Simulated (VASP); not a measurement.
# SiNi (CsCl type) (Pm-3m) in VASP: further runs

Runs on SiNi (CsCl type). Level: PBE. Tasks: single point.

Everything below comes from runs of VASP 6.6.1. Logs are shortened: lines on timing, memory, paths and dates and some standing lists are left out, and cuts for length are marked.

## (1) The cell of the first run

It takes space group Pm-3m (No. 221, cubic). Conventional cell: a = 2.839 Å, b = 2.839 Å, c = 2.839 Å, α = 90.00°, β = 90.00°, γ = 90.00°. Within 3.2 Å of Ni (site symmetry m-3m) lie 8 Si at 2.46 Å and 6 Ni at 2.84 Å. Within 3.2 Å of Si (site symmetry m-3m) lie 8 Ni at 2.46 Å and 6 Si at 2.84 Å.

## (2) Single point, PBE

The input, INCAR:

```
SYSTEM = SiNi
PREC = Accurate ; ENCUT = 520
EDIFF = 1E-6 ; ISMEAR = -1
SIGMA = 0.1 ; LREAL = .False.
LASPH = .True. ; NELM = 80
ALGO = Normal ; ISIF = 2
LWAVE = .False. ; LCHARG = .True.
GGA = PE ; LELF = .True.
LVHAR = .True. ; NBANDS = 14
```

The input, KPOINTS:

```
regular mesh
0
Gamma
  15 15 15
  0 0 0
```

The input, POSCAR:

```
SiNi
1.0
    2.8387275338      0.0000000000      0.0000000000
    0.0000000000      2.8387275338      0.0000000000
    0.0000000000      0.0000000000      2.8387275338
Ni Si
1 1
Direct
    0.0000000000      0.0000000000      0.0000000000
    0.5000000000      0.5000000000      0.5000000000
```

Potentials or basis: VASP PAW PBE potentials, release 64 (Ni, Si).

The run is started by

```console
$ cat potpaw_PBE.64/Ni/POTCAR potpaw_PBE.64/Si/POTCAR > POTCAR
$ mpirun -np 1 vasp_std > vasp.out
```

OUTCAR:

```text
SYSTEM = SiNi
   PREC = Accurate
   ENCUT = 520
   EDIFF = 1E-6
   ISMEAR = -1
   LREAL = .False.
   LASPH = .True.
   NELM = 80
   ISIF = 2
   GGA = PE

 ion  position               nearest neighbor table
   1  0.000  0.000  0.000-   2 2.46   2 2.46   2 2.46   2 2.46   2 2.46   2 2.46   2 2.46   2 2.46

   2  0.500  0.500  0.500-   1 2.46   1 2.46   1 2.46   1 2.46   1 2.46   1 2.46   1 2.46   1 2.46

  LATTYP: Found a simple cubic cell.
 ALAT       =     2.8387275338

  Lattice vectors:

 A1 = (   2.8387275338,   0.0000000000,   0.0000000000)
 A2 = (   0.0000000000,   2.8387275338,   0.0000000000)
 A3 = (   0.0000000000,   0.0000000000,   2.8387275338)

Analysis of symmetry for initial positions (statically):
=====================================================================
 Subroutine PRICEL returns:
 Original cell was already a primitive cell.

 Routine SETGRP: Setting up the symmetry group for a
 simple cubic supercell.

 Subroutine GETGRP returns: Found 48 space group operations
 (whereof 48 operations were pure point group operations)
 out of a pool of 48 trial point group operations.

The static configuration has the point symmetry O_h .

Analysis of symmetry for dynamics (positions and initial velocities):
=====================================================================
 Subroutine PRICEL returns:
 Original cell was already a primitive cell.

 Routine SETGRP: Setting up the symmetry group for a
 simple cubic supercell.

 Subroutine GETGRP returns: Found 48 space group operations
 (whereof 48 operations were pure point group operations)
 out of a pool of 48 trial point group operations.

The dynamic configuration has the point symmetry O_h .

 Subroutine INISYM returns: Found 48 space group operations
 (whereof 48 operations are pure point group operations),
 and found     1 'primitive' translations

----------------------------------------------------------------------------------------

                                     Primitive cell

  volume of cell :      22.8755

  direct lattice vectors                    reciprocal lattice vectors
     2.838727534  0.000000000  0.000000000     0.352270511  0.000000000  0.000000000
     0.000000000  2.838727534  0.000000000     0.000000000  0.352270511  0.000000000
[... 92 lines left out ...]
   ISYM   =      2    0-nonsym 1-usesym 2-fastsym
   POTIM  = 0.5000    time-step for ionic-motion
   TEBEG  =    0.0;   TEEND  =   0.0 temperature during run
   PSTRESS=    0.0 pullay stress
   NELECT =      14.0000    total number of electrons
   NUPDOWN=      -1.0000    fix difference up-down
   EMIN   =  10.00;   EMAX   =-10.00  energy-range for DOS
   EFERMI =   0.00;   METHOD = LEGACY
   ISMEAR =    -1;   SIGMA  =   0.10  broadening in eV -4-tet -1-fermi 0-gaus
   EFERMI_NEDOS =   21; number of points for ismear=-14 and -15
   IALGO  =     38    algorithm
   IMIX   =      4    mixing-type and parameters
     AMIX     =   0.40;   BMIX     =  1.00
     AMIX_MAG =   1.60;   BMIX_MAG =  1.00
  volume/ion in A,a.u.               =      11.44        77.19
  Fermi-wavevector in a.u.,A,eV,Ry     =   1.389933  2.626592 26.285274  1.931913
  Thomas-Fermi vector in A             =   2.513916
   LORBIT       =      0    0 simple, 1 ext, 2 COOP (PROOUT), +10 PAW based schemes
   GGA     = PE    functional components
   LHFCALC =     F    Hartree Fock is set to
   AEXX    =    0.0000 exact exchange contribution
   IVDW    =     0    specifies the selected vdW correction
   LEPSILON=     F    determine dielectric tensor
   LRPA    =     F    only Hartree local field effects (RPA)
 non-spin polarized calculation
  energy-cutoff  :      520.00
  volume of cell :       22.88
 maximum number of plane-waves:       630
 NGX is ok and might be reduce to    24
   NGX = 11   NGY = 11   NGZ = 11

 number of electron      13.9999998 magnetization

 Free energy of the ion-electron system (eV)
  ---------------------------------------------------
  ext. energy  EPLUGINS =         0.00000000
  ---------------------------------------------------
  free energy    TOTEN  =       -11.47066112 eV

  energy without entropy =      -11.44780007  energy(sigma->0) =      -11.45923059

 E-fermi :  11.8895     XC(G=0): -12.5780

 val. band max:       11.8721098942   @ k =   0.2000   0.2000   0.0667
 cond. band min:      11.9154120396   @ k =   0.4667   0.4667   0.4000
 fundamental gap:      0.0433021453
 Fermi energy:        11.8895142911

 k-point     1 :       0.0000    0.0000    0.0000
  band No.  band energies     occupation
      1      -2.1853      2.00000
      2       7.7536      2.00000
      3       7.7536      2.00000
      4       9.5927      2.00000
      5       9.5927      2.00000
      6       9.5927      2.00000
      7      14.3511      0.00000
      8      14.3511      0.00000
      9      14.3511      0.00000
     10      18.6483      0.00000
     11      18.6483      0.00000
     12      21.9896      0.00000
     13      30.5425      0.00000
     14      30.5425      0.00000
[... 377 lines left out ...]
      1       0.4448      2.00000
      2       5.8449      2.00000
      3       7.8239      2.00000
      4       8.6523      2.00000
      5       8.9196      2.00000
      6       9.3929      2.00000
      7      10.7072      1.99999
      8      13.4043      0.00000
      9      17.6016      0.00000
     10      18.6188      0.00000
     11      20.9086      0.00000
     12      23.7625      0.00000
     13      25.4926      0.00000
     14      27.4319      0.00000

 [... further k-points ...]

------------------------ aborting loop because EDIFF is reached ----------------------------------------

  FORCE on cell =-STRESS in cart. coord.  units (eV):
  Direction    XX          YY          ZZ          XY          YZ          ZX
  --------------------------------------------------------------------------------------
  -------------------------------------------------------------------------------------
  Total        0.0125052      0.0125052      0.0125052     -0.0000000     -0.0000000      0.0000000
  in kB        0.8758489      0.8758489      0.8758489     -0.0000000     -0.0000000      0.0000000
  external PRESSURE =       0.8758489 kB  Pullay stress =       0.0000000 kB

 VOLUME and BASIS-vectors are now :
 -----------------------------------------------------------------------------
  energy-cutoff  :      520.00
  volume of cell :       22.88
      direct lattice vectors                 reciprocal lattice vectors
     2.838727534  0.000000000  0.000000000     0.352270511  0.000000000  0.000000000
     0.000000000  2.838727534  0.000000000     0.000000000  0.352270511  0.000000000
     0.000000000  0.000000000  2.838727534     0.000000000  0.000000000  0.352270511

 POSITION                                       TOTAL-FORCE (eV/Angst)
 -----------------------------------------------------------------------------------
      0.00000      0.00000      0.00000         0.000000      0.000000      0.000000
      1.41936      1.41936      1.41936         0.000000      0.000000      0.000000
 -----------------------------------------------------------------------------------
    total drift:                                0.000000      0.000000      0.000000

  FREE ENERGIE OF THE ION-ELECTRON SYSTEM (eV)
  ---------------------------------------------------
  free  energy   TOTEN  =       -11.4706611199 eV

  energy  without entropy=      -11.4478000684  energy(sigma->0) =      -11.45923059
```

OSZICAR:

```text
N       E                     dE             d eps       ncg     rms          rms(c)
DAV:   1     0.473322513688E+02    0.47332E+02   -0.62397E+03  3400   0.114E+03
DAV:   2    -0.107905355552E+02   -0.58123E+02   -0.51954E+02  3624   0.199E+02
DAV:   3    -0.129190782753E+02   -0.21285E+01   -0.20922E+01  4242   0.418E+01
DAV:   4    -0.129448747387E+02   -0.25796E-01   -0.25787E-01  3974   0.416E+00
DAV:   5    -0.129454478235E+02   -0.57308E-03   -0.57307E-03  4244   0.677E-01    0.133E+01
DAV:   6    -0.151198093798E+02   -0.21744E+01   -0.38130E+01  3822   0.103E+02    0.180E+01
DAV:   7    -0.114970774568E+02    0.36227E+01   -0.12842E+01  3924   0.662E+01    0.232E+00
DAV:   8    -0.114859209210E+02    0.11157E-01   -0.49969E-01  4292   0.801E+00    0.146E+00
DAV:   9    -0.114707181094E+02    0.15203E-01   -0.60506E-02  4472   0.357E+00    0.232E-01
DAV:  10    -0.114707263466E+02   -0.82373E-05   -0.10308E-03  4048   0.408E-01    0.132E-01
DAV:  11    -0.114706735694E+02    0.52777E-04   -0.31447E-04  5184   0.231E-01    0.294E-02
DAV:  12    -0.114706628398E+02    0.10730E-04   -0.16356E-05  5050   0.533E-02    0.973E-03
DAV:  13    -0.114706610426E+02    0.17971E-05   -0.39419E-06  3258   0.238E-02    0.102E-03
DAV:  14    -0.114706611199E+02   -0.77327E-07   -0.30926E-07  1980   0.551E-03
   1 F= -.11470661E+02 E0= -.11459231E+02  d E =-.228611E-01
```

stdout:

```text
POSCAR found type information on POSCAR NiSi
 POSCAR found :  2 types and       2 ions
 scaLAPACK will be used
 LDA part: xc-table for (Slater+PW92), standard interpolation
 POSCAR, INCAR and KPOINTS ok, starting setup
 FFT: planning ... GRIDC
 FFT: planning ... GRID_SOFT
 FFT: planning ... GRID
 WAVECAR not read
 entering main loop
```

It took 14 s on 1 thread of Intel Xeon 6975P-C (Granite Rapids), shared host; peak memory 0.16 GiB.

What came out:

```
Free energy            : -11.4707 eV
Pressure               : 0.1 GPa
Band gap on the k mesh : zero (band 7 reaches 14.35 eV, above the bottom of band 8 at 11.16 eV)
```

Spin polarisation is off, so any magnetic state and its effect on volume and gap are missing.

## (3) Single point, PBE

The input, INCAR:

```
ALGO = Normal
EDIFF = 1E-7
ENCUT = 520
GGA = PE
ISIF = 2
ISMEAR = -1
LASPH = T
LCHARG = F
LREAL = F
LWAVE = F
NBANDS = 14
NELM = 60
PREC = Accurate
SIGMA = 0.1
```

The input, KPOINTS:

```
k-points
0
Gamma
  15 15 15
```

POSCAR is that of step 2.

Potentials or basis: VASP PAW PBE potentials, release 64 (Ni, Si).

The run is started by

```console
$ cat potpaw_PBE.64/Ni/POTCAR potpaw_PBE.64/Si/POTCAR > POTCAR
$ mpirun -np 1 vasp_std > vasp.out
```

Run time: 13 s. Hardware: 1 thread of Intel Xeon 6975P-C (Granite Rapids), shared host; peak memory 0.16 GiB.

Results (log left out):

```
Free energy            : -11.4707 eV
Pressure               : 0.1 GPa
Band gap on the k mesh : zero (band 7 reaches 14.35 eV, above the bottom of band 8 at 11.16 eV)
```

Levels at points of the mesh, in eV from the Fermi level:
```tsv
k point	band 4	band 5	band 6	band 7	band 8	band 9	band 10	band 11
(0.00, 0.00, 0.00)	-2.30	-2.30	-2.30	2.46	2.46	2.46	6.76	6.76
```
